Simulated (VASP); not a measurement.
# KBr (Fm-3m) in VASP: single point with PBEsol

Aim: the single point of KBr with PBEsol.

Everything below comes from runs of VASP 6.6.1. Logs are shortened: lines on timing, memory, paths and dates and some standing lists are left out, and cuts for length are marked.

**1. The cell of the first run**

It takes space group Fm-3m (No. 225, cubic). The conventional cell has a = 6.600 Å, b = 6.600 Å, c = 6.600 Å, α = 90.00°, β = 90.00°, γ = 90.00°. K (site symmetry m-3m) has 6 Br at 3.30 Å within 4.3 Å. Br (site symmetry m-3m) has 6 K at 3.30 Å within 4.3 Å.

**2. Single point, PBEsol**

Contents of INCAR:

```
ALGO = Normal ; EDIFF = 1E-6
ENCUT = 500 ; GGA = PS
GGA_COMPAT = False ; ISIF = 2
ISMEAR = 0 ; LASPH = True
LCHARG = True ; LELF = True
LREAL = False ; LVHAR = True
LWAVE = False ; NBANDS = 15
NELM = 120 ; PREC = Accurate
SIGMA = 0.01
```

Contents of KPOINTS:

```
k-points
0
Gamma
  5 5 5
```

Contents of POSCAR:

```
KBr
1.0
    0.0000000000      3.3000000000      3.3000000000
    3.3000000000      0.0000000000      3.3000000000
    3.3000000000      3.3000000000      0.0000000000
K Br
1 1
Direct
    0.0000000000      0.0000000000      0.0000000000
    0.5000000000      0.5000000000      0.5000000000
```

Potentials or basis: VASP PAW PBE potentials, release 64 (K_sv, Br).

Started as:

```
$ cat potpaw_PBE.64/K_sv/POTCAR potpaw_PBE.64/Br/POTCAR > POTCAR
$ mpirun -np 1 vasp_std > vasp.out
```

OUTCAR:

```text
EDIFF = 1E-6
   ENCUT = 500
   GGA = PS
   ISIF = 2
   ISMEAR = 0
   LASPH = True
   LREAL = False
   NELM = 120
   PREC = Accurate

 ion  position               nearest neighbor table
   1  0.000  0.000  0.000-   2 3.30   2 3.30   2 3.30   2 3.30   2 3.30   2 3.30
   2  0.500  0.500  0.500-   1 3.30   1 3.30   1 3.30   1 3.30   1 3.30   1 3.30

  LATTYP: Found a face centered cubic cell.
 ALAT       =     6.6000000000

  Lattice vectors:

 A1 = (   0.0000000000,   3.3000000000,   3.3000000000)
 A2 = (   3.3000000000,   0.0000000000,   3.3000000000)
 A3 = (   3.3000000000,   3.3000000000,   0.0000000000)

Analysis of symmetry for initial positions (statically):
=====================================================================
 Subroutine PRICEL returns:
 Original cell was already a primitive cell.

 Routine SETGRP: Setting up the symmetry group for a
 face centered cubic supercell.

 Subroutine GETGRP returns: Found 48 space group operations
 (whereof 48 operations were pure point group operations)
 out of a pool of 48 trial point group operations.

The static configuration has the point symmetry O_h .

Analysis of symmetry for dynamics (positions and initial velocities):
=====================================================================
 Subroutine PRICEL returns:
 Original cell was already a primitive cell.

 Routine SETGRP: Setting up the symmetry group for a
 face centered cubic supercell.

 Subroutine GETGRP returns: Found 48 space group operations
 (whereof 48 operations were pure point group operations)
 out of a pool of 48 trial point group operations.

The dynamic configuration has the point symmetry O_h .

 Subroutine INISYM returns: Found 48 space group operations
 (whereof 48 operations are pure point group operations),
 and found     1 'primitive' translations

----------------------------------------------------------------------------------------

                                     Primitive cell

  volume of cell :      71.8740

  direct lattice vectors                    reciprocal lattice vectors
     0.000000000  3.300000000  3.300000000    -0.151515152  0.151515152  0.151515152
     3.300000000  0.000000000  3.300000000     0.151515152 -0.151515152  0.151515152
     3.300000000  3.300000000  0.000000000     0.151515152  0.151515152 -0.151515152

  length of vectors
     4.666904756  4.666904756  4.666904756     0.262431941  0.262431941  0.262431941

  position of ions in fractional coordinates (direct lattice)
     0.000000000  0.000000000  0.000000000
     0.500000000  0.500000000  0.500000000

  ion indices of the primitive-cell ions
   primitive index   ion index
                 1           1
                 2           2

----------------------------------------------------------------------------------------

 KPOINTS: k-points

Automatic generation of k-mesh.
 Grid dimensions read from file:
 generate k-points for:    5    5    5

 Generating k-lattice:

  Cartesian coordinates                     Fractional coordinates (reciprocal lattice)
    -0.030303030  0.030303030  0.030303030     0.200000000  0.000000000  0.000000000
     0.030303030 -0.030303030  0.030303030     0.000000000  0.200000000  0.000000000
     0.030303030  0.030303030 -0.030303030     0.000000000  0.000000000  0.200000000

  Length of vectors
     0.052486388  0.052486388  0.052486388

  Shift w.r.t. Gamma in fractional coordinates (k-lattice)
     0.000000000  0.000000000  0.000000000

 Subroutine IBZKPT returns following result:
 ===========================================

 Found     10 irreducible k-points:

 Following reciprocal coordinates:
            Coordinates               Weight
  0.000000  0.000000  0.000000      1.000000
  0.200000  0.000000  0.000000      8.000000
  0.400000  0.000000  0.000000      8.000000
  0.200000  0.200000  0.000000      6.000000
  0.400000  0.200000  0.000000     24.000000
 -0.400000  0.200000  0.000000     24.000000
 -0.200000  0.200000  0.000000     12.000000
  0.400000  0.400000  0.000000      6.000000
 -0.400000  0.400000  0.000000     12.000000
 -0.400000  0.400000  0.200000     24.000000
   k-points           NKPTS =     10   k-points in BZ     NKDIM =     10   number of bands    NBANDS=     15
   number of dos      NEDOS =    301   number of ions     NIONS =      2
   total plane-waves  NPLWV =  46656
   dimension x,y,z NGX =    36 NGY =   36 NGZ =   36
   dimension x,y,z NGXF=    72 NGYF=   72 NGZF=   72
   ions per type =               1   1
   NGX,Y,Z   is equivalent  to a cutoff of  12.82, 12.82, 12.82 a.u.
   NGXF,Y,Z  is equivalent  to a cutoff of  25.65, 25.65, 25.65 a.u.
 SYSTEM =  unknown system
   PREC   = accura    normal or accurate (medium, high low for compatibility)
   ISTART =      0    job   : 0-new  1-cont  2-samecut
   ICHARG =      2    charge: 1-file 2-atom 10-const
   ISPIN  =      1    spin polarized calculation?
   LNONCOLLINEAR =      F non collinear calculations
   LSORBIT =      F    spin-orbit coupling
   LASPH  =      T    aspherical Exc in radial PAW
   ENCUT  =  500.0 eV  36.75 Ry    6.06 a.u.   8.51  8.51  8.51*2*pi/ulx,y,z
   NELM   =    120;   NELMIN=  2; NELMDL= -5     # of ELM steps
   EDIFF  = 0.1E-05   stopping-criterion for ELM
   LREAL  =      F    real-space projection
   EDIFFG = 0.1E-04   stopping-criterion for IOM
   NSW    =      0    number of steps for IOM
   IBRION =     -1    ionic relax: 0-MD 1-quasi-New 2-CG
   NFREE  =      0    steps in history (QN), initial steepest desc. (CG)
   ISIF   =      2    stress and relaxation
   ISYM   =      2    0-nonsym 1-usesym 2-fastsym
   POTIM  = 0.5000    time-step for ionic-motion
   TEBEG  =    0.0;   TEEND  =   0.0 temperature during run
   PSTRESS=    0.0 pullay stress
   NELECT =      16.0000    total number of electrons
   NUPDOWN=      -1.0000    fix difference up-down
   EMIN   =  10.00;   EMAX   =-10.00  energy-range for DOS
   EFERMI =   0.00;   METHOD = LEGACY
   ISMEAR =     0;   SIGMA  =   0.01  broadening in eV -4-tet -1-fermi 0-gaus
   EFERMI_NEDOS =   21; number of points for ismear=-14 and -15
   IALGO  =     38    algorithm
   IMIX   =      4    mixing-type and parameters
     AMIX     =   0.40;   BMIX     =  1.00
     AMIX_MAG =   1.60;   BMIX_MAG =  1.00
  volume/ion in A,a.u.               =      35.94       242.51
  Fermi-wavevector in a.u.,A,eV,Ry     =   0.992181  1.874950 13.393889  0.984423
  Thomas-Fermi vector in A             =   2.123975
   LORBIT       =      0    0 simple, 1 ext, 2 COOP (PROOUT), +10 PAW based schemes
   GGA     = PS    functional components
   LHFCALC =     F    Hartree Fock is set to
   AEXX    =    0.0000 exact exchange contribution
   IVDW    =     0    specifies the selected vdW correction
   LEPSILON=     F    determine dielectric tensor
   LRPA    =     F    only Hartree local field effects (RPA)
 non-spin polarized calculation
 Gauss-broadening in eV      SIGMA  =   0.01
  energy-cutoff  :      500.00
  volume of cell :       71.87
 maximum number of plane-waves:      1849
 NGX is ok and might be reduce to    36
   NGX = 17   NGY = 17   NGZ = 17

 number of electron      15.9999997 magnetization

 Free energy of the ion-electron system (eV)
  ---------------------------------------------------
  ext. energy  EPLUGINS =         0.00000000
  ---------------------------------------------------
  free energy    TOTEN  =        -6.45871884 eV

  energy without entropy =       -6.45871884  energy(sigma->0) =       -6.45871884

 E-fermi :  -1.7010     XC(G=0):  -7.5454

 val. band max:       -1.8263873967   @ k =   0.0000   0.0000   0.0000
 cond. band min:       2.4522382949   @ k =   0.0000   0.0000   0.0000
 fundamental gap:      4.2786256915
 Fermi energy:        -1.7009740377

 k-point     1 :       0.0000    0.0000    0.0000
  band No.  band energies     occupation
      1     -29.4389      2.00000
      2     -14.1326      2.00000
      3     -12.9813      2.00000
      4     -12.9813      2.00000
      5     -12.9813      2.00000
      6      -1.8264      2.00000
      7      -1.8264      2.00000
      8      -1.8264      2.00000
      9       2.4522      0.00000
     10       5.7024      0.00000
     11       5.7024      0.00000
     12       5.7024      0.00000
     13       6.5406      0.00000
     14       6.5406      0.00000
     15       9.5650      0.00000

 k-point     2 :       0.2000    0.0000    0.0000
  band No.  band energies     occupation
      1     -29.4369      2.00000
      2     -14.1944      2.00000
      3     -12.9833      2.00000
      4     -12.9833      2.00000
      5     -12.8953      2.00000
      6      -2.3302      2.00000
      7      -1.9506      2.00000
      8      -1.9506      2.00000
      9       3.3541      0.00000
     10       5.5285      0.00000
     11       6.1670      0.00000
     12       6.1670      0.00000
     13       7.0515      0.00000
     14       7.0515      0.00000
     15      10.6690      0.00000

 k-point     3 :       0.4000    0.0000    0.0000
  band No.  band energies     occupation
      1     -29.4336      2.00000
      2     -14.2803      2.00000
      3     -12.9865      2.00000
      4     -12.9865      2.00000
      5     -12.7693      2.00000
      6      -2.9442      2.00000
      7      -2.1366      2.00000
      8      -2.1366      2.00000
      9       4.4783      0.00000
     10       6.0687      0.00000
     11       7.3533      0.00000
     12       7.3533      0.00000
     13       8.1315      0.00000
     14       8.1315      0.00000
     15       9.2392      0.00000
[... 91 lines left out ...]
 k-point     9 :      -0.4000    0.4000    0.0000
  band No.  band energies     occupation
      1     -29.4314      2.00000
      2     -14.0986      2.00000
      3     -13.0651      2.00000
      4     -13.0108      2.00000
      5     -12.9462      2.00000
      6      -2.5811      2.00000
      7      -2.3776      2.00000
      8      -2.1511      2.00000
      9       4.4167      0.00000
     10       5.9130      0.00000
     11       6.7750      0.00000
     12       7.4364      0.00000
     13       7.9058      0.00000
     14       8.5571      0.00000
     15       9.5016      0.00000

 k-point    10 :      -0.4000    0.4000    0.2000
  band No.  band energies     occupation
      1     -29.4317      2.00000
      2     -14.1507      2.00000
      3     -13.0341      2.00000
      4     -13.0266      2.00000
      5     -12.8848      2.00000
      6      -2.6385      2.00000
      7      -2.3130      2.00000
      8      -2.2550      2.00000
      9       5.0287      0.00000
     10       5.6150      0.00000
     11       6.4843      0.00000
     12       7.5333      0.00000
     13       8.3566      0.00000
     14       8.4811      0.00000
     15       9.3171      0.00000

------------------------ aborting loop because EDIFF is reached ----------------------------------------

  FORCE on cell =-STRESS in cart. coord.  units (eV):
  Direction    XX          YY          ZZ          XY          YZ          ZX
  --------------------------------------------------------------------------------------
  -------------------------------------------------------------------------------------
  Total       -0.1274212     -0.1274212     -0.1274212     -0.0000000     -0.0000000     -0.0000000
  in kB       -2.8404064     -2.8404064     -2.8404064     -0.0000000     -0.0000000     -0.0000000
  external PRESSURE =      -2.8404064 kB  Pullay stress =       0.0000000 kB

 VOLUME and BASIS-vectors are now :
 -----------------------------------------------------------------------------
  energy-cutoff  :      500.00
  volume of cell :       71.87
      direct lattice vectors                 reciprocal lattice vectors
     0.000000000  3.300000000  3.300000000    -0.151515152  0.151515152  0.151515152
     3.300000000  0.000000000  3.300000000     0.151515152 -0.151515152  0.151515152
     3.300000000  3.300000000  0.000000000     0.151515152  0.151515152 -0.151515152

 POSITION                                       TOTAL-FORCE (eV/Angst)
 -----------------------------------------------------------------------------------
      0.00000      0.00000      0.00000        -0.000000      0.000000      0.000000
      3.30000      3.30000      3.30000         0.000000     -0.000000     -0.000000
 -----------------------------------------------------------------------------------
    total drift:                                0.000000      0.000000      0.000000

  FREE ENERGIE OF THE ION-ELECTRON SYSTEM (eV)
  ---------------------------------------------------
  free  energy   TOTEN  =        -6.4587188386 eV

  energy  without entropy=       -6.4587188386  energy(sigma->0) =       -6.45871884
```

Run time: 15 s. Hardware: 1 thread of AMD EPYC 7R43 (Zen 3), shared host; peak memory 0.17 GiB.

Results:

| Quantity | Value |
| --- | --- |
| Free energy | -6.4587 eV |
| Pressure | -0.3 GPa |
| Band gap on the k mesh | 4.28 eV, direct |

Caveat: the PAW data sets were made with another functional, which shifts forces and pressure a little. As with any semilocal functional, this PBEsol gap is likely too small.
